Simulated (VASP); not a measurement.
# TiH4 (Fm-3m) in VASP: notebook

The runs below take TiH4 through single point, relaxation of cell and atoms, with PBE.

Program: VASP 6.6.1. These are calculated values, not measurements. Logs are shortened: lines on timing, memory, paths and dates and some standing lists are left out, and cuts for length are marked.

## 1. The cell of the first run

Symmetry: Fm-3m, No. 225, cubic system. The conventional cell has a = 7.014 Å, b = 7.014 Å, c = 7.014 Å, α = 90.00°, β = 90.00°, γ = 90.00°. Within 2.3 Å of Ti (site symmetry -43m) lie 4 H at 1.76 Å. H (site symmetry 3m) has 3 H at 1.47 Å and 1 Ti at 1.76 Å within 2.0 Å.

The cell was generated, and may not be a known phase.

## 2. Single point, PBE

File INCAR:

```
SYSTEM = TiH4
PREC     = Accurate       ! precision mode
ENCUT    = 520            ! plane-wave cutoff, eV
EDIFF    = 1E-6           ! SCF threshold, eV
ISMEAR   = 0              ! smearing method
SIGMA    = 0.1            ! smearing width, eV
LREAL    = .False.        ! projectors in reciprocal space
LASPH    = .True.         ! aspherical terms in the spheres
NELM     = 100            ! most SCF steps
ALGO     = Normal         ! electronic algorithm
ISIF     = 2              ! what is computed and relaxed
LWAVE    = .False.        ! write WAVECAR
LCHARG   = .False.        ! write CHGCAR
GGA      = PE             ! functional
NBANDS   = 27             ! bands
```

File KPOINTS:

```
regular mesh
0
Gamma
  4 4 4
  0 0 0
```

File POSCAR:

```
TiH4
1.0
    0.0000000000      3.5070116945      3.5070116945
    3.5070116945      0.0000000000      3.5070116945
    3.5070116945      3.5070116945      0.0000000000
Ti H
2 8
Direct
    0.2500000000      0.2500000000      0.2500000000
    0.7500000000      0.7500000000      0.7500000000
    0.6049028294      0.6049028294      0.6049028294
    0.6049028294      0.6049028294      0.1852915117
    0.6049028294      0.1852915117      0.6049028294
    0.1852915117      0.6049028294      0.6049028294
    0.3950971706      0.3950971706      0.8147084883
    0.3950971706      0.3950971706      0.3950971706
    0.3950971706      0.8147084883      0.3950971706
    0.8147084883      0.3950971706      0.3950971706
```

Potentials or basis: VASP PAW PBE potentials, release 64 (Ti_sv, H).

Command:

```console
$ cat potpaw_PBE.64/Ti_sv/POTCAR potpaw_PBE.64/H/POTCAR > POTCAR
$ mpirun -np 1 vasp_std > vasp.out
```

OUTCAR:

```text
SYSTEM = TiH4
   PREC = Accurate
   ENCUT = 520
   EDIFF = 1E-6
   ISMEAR = 0
   LREAL = .False.
   LASPH = .True.
   NELM = 100
   ISIF = 2
   GGA = PE

 ion  position               nearest neighbor table
   1  0.250  0.250  0.250-   7 1.76   9 1.76  10 1.76   8 1.76
   2  0.750  0.750  0.750-   4 1.76   5 1.76   6 1.76   3 1.76
   3  0.605  0.605  0.605-   2 1.76
   4  0.605  0.605  0.185-   2 1.76
   5  0.605  0.185  0.605-   2 1.76
   6  0.185  0.605  0.605-   2 1.76
   7  0.395  0.395  0.815-   1 1.76
   8  0.395  0.395  0.395-   1 1.76
   9  0.395  0.815  0.395-   1 1.76
  10  0.815  0.395  0.395-   1 1.76

  LATTYP: Found a face centered cubic cell.
 ALAT       =     7.0140233890

  Lattice vectors:

 A1 = (   0.0000000000,   3.5070116945,   3.5070116945)
 A2 = (   3.5070116945,   0.0000000000,   3.5070116945)
 A3 = (   3.5070116945,   3.5070116945,   0.0000000000)

Analysis of symmetry for initial positions (statically):
=====================================================================
 Subroutine PRICEL returns:
 Original cell was already a primitive cell.

 Routine SETGRP: Setting up the symmetry group for a
 face centered cubic supercell.

 Subroutine GETGRP returns: Found 48 space group operations
 (whereof 48 operations were pure point group operations)
 out of a pool of 48 trial point group operations.

The static configuration has the point symmetry O_h .

Analysis of symmetry for dynamics (positions and initial velocities):
=====================================================================
 Subroutine PRICEL returns:
 Original cell was already a primitive cell.

 Routine SETGRP: Setting up the symmetry group for a
 face centered cubic supercell.

 Subroutine GETGRP returns: Found 48 space group operations
 (whereof 48 operations were pure point group operations)
 out of a pool of 48 trial point group operations.

The dynamic configuration has the point symmetry O_h .

 Subroutine INISYM returns: Found 48 space group operations
 (whereof 48 operations are pure point group operations),
 and found     1 'primitive' translations

----------------------------------------------------------------------------------------

                                     Primitive cell

  volume of cell :      86.2664

  direct lattice vectors                    reciprocal lattice vectors
     0.000000000  3.507011695  3.507011695    -0.142571523  0.142571523  0.142571523
     3.507011695  0.000000000  3.507011695     0.142571523 -0.142571523  0.142571523
     3.507011695  3.507011695  0.000000000     0.142571523  0.142571523 -0.142571523

  length of vectors
     4.959663502  4.959663502  4.959663502     0.246941122  0.246941122  0.246941122

  position of ions in fractional coordinates (direct lattice)
     0.250000000  0.250000000  0.250000000
     0.750000000  0.750000000  0.750000000
     0.604902829  0.604902829  0.604902829
     0.604902829  0.604902829  0.185291512
     0.604902829  0.185291512  0.604902829
     0.185291512  0.604902829  0.604902829
     0.395097171  0.395097171  0.814708488
     0.395097171  0.395097171  0.395097171
     0.395097171  0.814708488  0.395097171
     0.814708488  0.395097171  0.395097171

  ion indices of the primitive-cell ions
   primitive index   ion index
                 1           1
                 2           2
                 3           3
                 4           4
                 5           5
                 6           6
                 7           7
                 8           8
                 9           9
                10          10

----------------------------------------------------------------------------------------

 KPOINTS: regular mesh

Automatic generation of k-mesh.
 Grid dimensions read from file:
 generate k-points for:    4    4    4

 Generating k-lattice:

  Cartesian coordinates                     Fractional coordinates (reciprocal lattice)
    -0.035642881  0.035642881  0.035642881     0.250000000  0.000000000  0.000000000
     0.035642881 -0.035642881  0.035642881     0.000000000  0.250000000  0.000000000
     0.035642881  0.035642881 -0.035642881     0.000000000  0.000000000  0.250000000

  Length of vectors
     0.061735281  0.061735281  0.061735281

  Shift w.r.t. Gamma in fractional coordinates (k-lattice)
     0.000000000  0.000000000  0.000000000

 Subroutine IBZKPT returns following result:
 ===========================================

 Found      8 irreducible k-points:

 Following reciprocal coordinates:
            Coordinates               Weight
  0.000000  0.000000  0.000000      1.000000
  0.250000  0.000000  0.000000      8.000000
  0.500000  0.000000  0.000000      4.000000
  0.250000  0.250000  0.000000      6.000000
  0.500000  0.250000  0.000000     24.000000
 -0.250000  0.250000  0.000000     12.000000
  0.500000  0.500000  0.000000      3.000000
 -0.250000  0.500000  0.250000      6.000000
[... 36 lines left out ...]
   IMIX   =      4    mixing-type and parameters
     AMIX     =   0.40;   BMIX     =  1.00
     AMIX_MAG =   1.60;   BMIX_MAG =  1.00
  volume/ion in A,a.u.               =       8.63        58.22
  Fermi-wavevector in a.u.,A,eV,Ry     =   1.176281  2.222848 18.825512  1.383636
  Thomas-Fermi vector in A             =   2.312647
   LORBIT       =      0    0 simple, 1 ext, 2 COOP (PROOUT), +10 PAW based schemes
   GGA     = PE    functional components
   LHFCALC =     F    Hartree Fock is set to
   AEXX    =    0.0000 exact exchange contribution
   IVDW    =     0    specifies the selected vdW correction
   LEPSILON=     F    determine dielectric tensor
   LRPA    =     F    only Hartree local field effects (RPA)
 non-spin polarized calculation
 Gauss-broadening in eV      SIGMA  =   0.10
  energy-cutoff  :      520.00
  volume of cell :       86.27
 maximum number of plane-waves:      2346
 NGX is ok and might be reduce to    40
   NGX = 19   NGY = 19   NGZ = 19

 number of electron      31.9999995 magnetization

 Free energy of the ion-electron system (eV)
  ---------------------------------------------------
  ext. energy  EPLUGINS =         0.00000000
  ---------------------------------------------------
  free energy    TOTEN  =       -35.58355919 eV

  energy without entropy =      -35.54818440  energy(sigma->0) =      -35.56587180

 E-fermi :   2.5578     XC(G=0):  -9.1297

 val. band max:        2.5458999633   @ k =   0.2500   0.0000   0.0000
 cond. band min:       2.7019125515   @ k =   0.5000   0.5000   0.0000
 fundamental gap:      0.1560125882
 Fermi energy:         2.5577949104

 k-point     1 :       0.0000    0.0000    0.0000
  band No.  band energies     occupation
      1     -54.3810      2.00000
      2     -54.3700      2.00000
      3     -30.6705      2.00000
      4     -30.6705      2.00000
      5     -30.6705      2.00000
      6     -30.6284      2.00000
[... 19 lines left out ...]
     26       5.4141      0.00000
     27       6.2188      0.00000

 k-point     2 :       0.2500    0.0000    0.0000
  band No.  band energies     occupation
      1     -54.3794      2.00000
      2     -54.3717      2.00000
      3     -30.6653      2.00000
      4     -30.6645      2.00000
      5     -30.6645      2.00000
      6     -30.6354      2.00000
[... 19 lines left out ...]
     26       5.7878      0.00000
     27       7.6555      0.00000

 k-point     3 :       0.5000    0.0000    0.0000
  band No.  band energies     occupation
      1     -54.3755      2.00000
      2     -54.3755      2.00000
      3     -30.6532      2.00000
      4     -30.6507      2.00000
      5     -30.6507      2.00000
      6     -30.6493      2.00000
[... 114 lines left out ...]
      1     -54.3773      2.00000
      2     -54.3737      2.00000
      3     -30.6848      2.00000
      4     -30.6774      2.00000
      5     -30.6774      2.00000
      6     -30.6228      2.00000
[... 19 lines left out ...]
     26       7.6005      0.00000
     27      10.1173      0.00000

 k-point     8 :      -0.2500    0.5000    0.2500
  band No.  band energies     occupation
      1     -54.3755      2.00000
      2     -54.3755      2.00000
      3     -30.6824      2.00000
      4     -30.6798      2.00000
      5     -30.6501      2.00000
      6     -30.6501      2.00000
[... 19 lines left out ...]
     26       7.9778      0.00000
     27       8.2596      0.00000

------------------------ aborting loop because EDIFF is reached ----------------------------------------

  FORCE on cell =-STRESS in cart. coord.  units (eV):
  Direction    XX          YY          ZZ          XY          YZ          ZX
  --------------------------------------------------------------------------------------
  -------------------------------------------------------------------------------------
  Total        0.0282103      0.0282103      0.0282103      0.0000000     -0.0000000      0.0000000
  in kB        0.5239347      0.5239347      0.5239347      0.0000000     -0.0000000      0.0000000
  external PRESSURE =       0.5239347 kB  Pullay stress =       0.0000000 kB

 VOLUME and BASIS-vectors are now :
 -----------------------------------------------------------------------------
  energy-cutoff  :      520.00
  volume of cell :       86.27
      direct lattice vectors                 reciprocal lattice vectors
     0.000000000  3.507011695  3.507011695    -0.142571523  0.142571523  0.142571523
     3.507011695  0.000000000  3.507011695     0.142571523 -0.142571523  0.142571523
     3.507011695  3.507011695  0.000000000     0.142571523  0.142571523 -0.142571523

 POSITION                                       TOTAL-FORCE (eV/Angst)
 -----------------------------------------------------------------------------------
      1.75351      1.75351      1.75351        -0.000000     -0.000000     -0.000000
      5.26052      5.26052      5.26052        -0.000000     -0.000000     -0.000000
      4.24280      4.24280      4.24280         0.001343      0.001343      0.001343
      2.77122      2.77122      4.24280        -0.001343     -0.001343      0.001343
      2.77122      4.24280      2.77122        -0.001343      0.001343     -0.001343
      4.24280      2.77122      2.77122         0.001343     -0.001343     -0.001343
      4.24280      4.24280      2.77122         0.001343      0.001343     -0.001343
      2.77122      2.77122      2.77122        -0.001343     -0.001343     -0.001343
      4.24280      2.77122      4.24280         0.001343     -0.001343      0.001343
      2.77122      4.24280      4.24280        -0.001343      0.001343      0.001343
 -----------------------------------------------------------------------------------
    total drift:                                0.000000     -0.000000      0.000000

  FREE ENERGIE OF THE ION-ELECTRON SYSTEM (eV)
  ---------------------------------------------------
  free  energy   TOTEN  =       -35.5835591931 eV

  energy  without entropy=      -35.5481844005  energy(sigma->0) =      -35.56587180
```

Run time: 56 s. Hardware: 1 thread of Intel Xeon 8259CL, shared host; peak memory 0.24 GiB.

Results:

- Free energy: -35.5836 eV
- Pressure: 0.1 GPa
- Band gap on the k mesh: zero (bands 16 and 17 overlap by 0.20 eV)

Forces in eV/Å, atoms in the order of the input:
```
Ti   0.000  0.000  0.000
Ti   0.000  0.000  0.000
H    0.001  0.001  0.001
H   -0.001 -0.001  0.001
H   -0.001  0.001 -0.001
H    0.001 -0.001 -0.001
H    0.001  0.001 -0.001
H   -0.001 -0.001 -0.001
H    0.001 -0.001  0.001
H   -0.001  0.001  0.001
```

Caveat: the k points lie up to 0.39 Å⁻¹ apart.

## 3. Single point, PBE

This run uses another cell than the first one, of 10.95 Å³/atom.

File INCAR:

```
PREC = Accurate
ENCUT = 520
EDIFF = 1E-6
ISMEAR = 0
SIGMA = 0.1
LREAL = False
LASPH = True
NELM = 60
ALGO = Normal
ISIF = 2
LWAVE = False
LCHARG = False
GGA = PE
NBANDS = 27
```

File KPOINTS:

```
Automatic mesh
0
Gamma
  4 4 4
```

File POSCAR:

```
TiH4
1.0
    0.0000000000      3.7970002100      3.7970002100
    3.7970002100      0.0000000000      3.7970002100
    3.7970002100      3.7970002100      0.0000000000
Ti H
2 8
Direct
    0.2500000000      0.2500000000      0.2500000000
    0.7500000000      0.7500000000      0.7500000000
    0.5672497700      0.5672497700      0.5672497700
    0.5672497700      0.5672497700      0.2982506800
    0.5672497700      0.2982506800      0.5672497700
    0.2982506800      0.5672497700      0.5672497700
    0.4327502300      0.4327502300      0.7017493200
    0.4327502300      0.4327502300      0.4327502300
    0.4327502300      0.7017493200      0.4327502300
    0.7017493200      0.4327502300      0.4327502300
```

Potentials or basis: VASP PAW PBE potentials, release 64 (Ti_sv, H).

Command:

```console
$ cat potpaw_PBE.64/Ti_sv/POTCAR potpaw_PBE.64/H/POTCAR > POTCAR
$ mpirun -np 1 vasp_std > vasp.out
```

Run time: 58 s. Hardware: 1 thread of Intel Xeon 8259CL, shared host; peak memory 0.24 GiB.

It converged, with:

- Free energy: -28.5322 eV
- Pressure: 0.5 GPa
- Largest force: 2.986 eV/Å
- Band gap on the k mesh: zero (bands 16 and 17 overlap by 0.49 eV)

Forces on the atoms (eV/Å):
```
Ti   0.000  0.000  0.000
Ti   0.000  0.000  0.000
H    1.724  1.724  1.724
H   -1.724 -1.724  1.724
H   -1.724  1.724 -1.724
H    1.724 -1.724 -1.724
H    1.724  1.724 -1.724
H   -1.724 -1.724 -1.724
H    1.724 -1.724  1.724
H   -1.724  1.724  1.724
```

Levels at points of the mesh, in eV from the Fermi level:
```tsv
k point	band 11	band 12	band 13	band 14	band 15	band 16	band 17	band 18	band 19	band 20
(0.00, 0.00, 0.00)	-6.34	-6.34	-2.62	-0.54	-0.54	0.43	0.43	0.43	0.63	0.63
(0.50, 0.00, 0.00)	-6.37	-6.37	-1.13	-0.19	-0.19	-0.18	0.13	0.13	0.26	0.26
(0.50, 0.50, 0.00)	-6.42	-6.42	-1.19	-0.61	-0.29	0.13	0.13	0.24	0.62	0.62
```

Caveat: forces of over 1 eV/Å act on the atoms, so gaps and moduli don't describe the material at rest.

## 4. Relaxation of cell and atoms, PBE

This run uses another cell than the first one, of 10.95 Å³/atom.

File INCAR:

```
SYSTEM = TiH4
PREC = Accurate
ENCUT = 600
EDIFF = 1E-7
ISMEAR = 0
SIGMA = 0.1
LREAL = .False.
LASPH = .True.
NELM = 80
ALGO = Normal
ISIF = 3
LWAVE = .False.
LCHARG = .False.
GGA = PE
IBRION = 2
NSW = 90
EDIFFG = -0.04
```

File KPOINTS:

```
regular mesh
0
Gamma
  4 4 4
  0 0 0
```

POSCAR is that of step 3.

Command:

```console
$ cat potpaw_PBE.64/Ti_sv/POTCAR potpaw_PBE.64/H/POTCAR > POTCAR
$ mpirun -np 1 vasp_std > vasp.out
```

It took 22 min on 1 thread of Intel Xeon 8259CL, shared host; peak memory 0.34 GiB.

The run converged. Its results:

| Item | Value |
| --- | --- |
| Free energy | -35.8772 eV |
| Relaxed volume | 17.92 Å³/atom |
| Relaxed cell | a = 6.328 Å, b = 6.328 Å, c = 6.328 Å, α = 60.00°, β = 60.00°, γ = 60.00° |
| Space group after relaxing (to 0.1 Å) | Fm-3m (No. 225) |
| Energy gained by relaxing | 734.2 meV/atom |
| Ionic steps | 15 |
| Pressure after relaxing | 0.0 GPa |
| Largest force after relaxing | 0.007 eV/Å |
| Band gap on the k mesh | 1.91 eV (least direct gap 1.99 eV) |

Forces in eV/Å, atoms in the order of the input:
```
Ti   0.000  0.000  0.000
Ti   0.000  0.000  0.000
H   -0.004 -0.004 -0.004
H    0.004  0.004 -0.004
H    0.004 -0.004  0.004
H   -0.004  0.004  0.004
H   -0.004 -0.004  0.004
H    0.004  0.004  0.004
H   -0.004  0.004 -0.004
H    0.004 -0.004 -0.004
```

Step by step:
```csv
step,energy change (eV),largest force (eV/Å),pressure (GPa),volume (Å³)
1,0.0000,2.9819,0.60,109.48
2,-2.4625,1.6291,-7.45,110.13
3,-4.6030,1.4575,-10.82,110.89
4,-6.7499,0.3537,-1.21,112.41
5,-6.7727,0.4791,6.23,112.91
6,-6.8438,0.1146,2.20,112.63
7,-6.8515,0.0458,3.54,112.72
8,-6.9589,0.2421,0.94,120.20
9,-6.9754,0.4039,-0.38,124.88
10,-7.0598,0.3617,-0.21,129.69
11,-7.2452,0.1253,0.34,144.89
12,-7.2115,0.6293,2.51,178.74
13,-7.2967,0.2509,1.54,160.90
14,-7.3341,0.1015,0.58,171.68
15,-7.3415,0.0067,0.03,179.18
```

Final structure:
```
Ti H
1.0
     0.00000    4.47462    4.47462
     4.47462    0.00000    4.47462
     4.47462    4.47462    0.00000
Ti H
2 8
Direct
  0.25000 0.25000 0.25000
  0.75000 0.75000 0.75000
  0.63956 0.63956 0.63956
  0.63956 0.63956 0.08131
  0.63956 0.08131 0.63956
  0.08131 0.63956 0.63956
  0.36044 0.36044 0.91869
  0.36044 0.36044 0.36044
  0.36044 0.91869 0.36044
  0.91869 0.36044 0.36044
```

Levels at points of the mesh, in eV from the valence-band top:
| k point | band 12 | band 13 | band 14 | band 15 | band 16 | band 17 | band 18 | band 19 | band 20 | band 21 |
| --- | --- | --- | --- | --- | --- | --- | --- | --- | --- | --- |
| (0.00, 0.00, 0.00) | -1.14 | -0.61 | -0.61 | -0.61 | -0.28 | 1.91 | 1.91 | 2.62 | 2.62 | 3.34 |
| (0.50, 0.00, 0.00) | -1.20 | -0.89 | -0.55 | -0.55 | -0.06 | 2.16 | 2.16 | 2.20 | 2.20 | 3.57 |
| (0.50, 0.50, 0.00) | -1.27 | -1.27 | -0.47 | -0.47 | 0.00 | 1.99 | 2.25 | 2.33 | 2.47 | 2.82 |

Caveat: the volume moved by over 15 % at a fixed basis, so the end points are rough.

## 5. Overview

| task | cell | cutoff (eV) | gap on the mesh (eV) | pressure (GPa) | largest force (eV/Å) |
| --- | --- | --- | --- | --- | --- |
| single point | a = 4.960 Å, angles 60.0°, 10 atoms, atomic positions A | 520 | none | 0.1 | - |
| single point | a = 5.370 Å, angles 60.0°, 10 atoms, atomic positions B | 520 | none | 0.5 | 2.99 |
| relaxation of cell and atoms | relaxed from a = 5.370 Å, angles 60.0°, 10 atoms, atomic positions B | 600 | 1.91 | 0.0 | 0.01 |

Alike in all rows: level PBE; potentials or basis VASP PAW PBE potentials, release 64 (Ti_sv, H); no spin polarisation; k mesh 4 × 4 × 4; smearing gaussian 0.1 eV.

Caveats: some runs use coarse meshes; forces of over 1 eV/Å act on the atoms, so gaps and moduli don't describe the material at rest (at least some runs); the volume moved by over 15 % at a fixed basis, so the end points are rough (at least some runs).

Total energies depend on the potentials used, so only differences within one code and one set of settings carry meaning.

The gap in the log of VASP goes by the Fermi energy; the results here count the filled bands.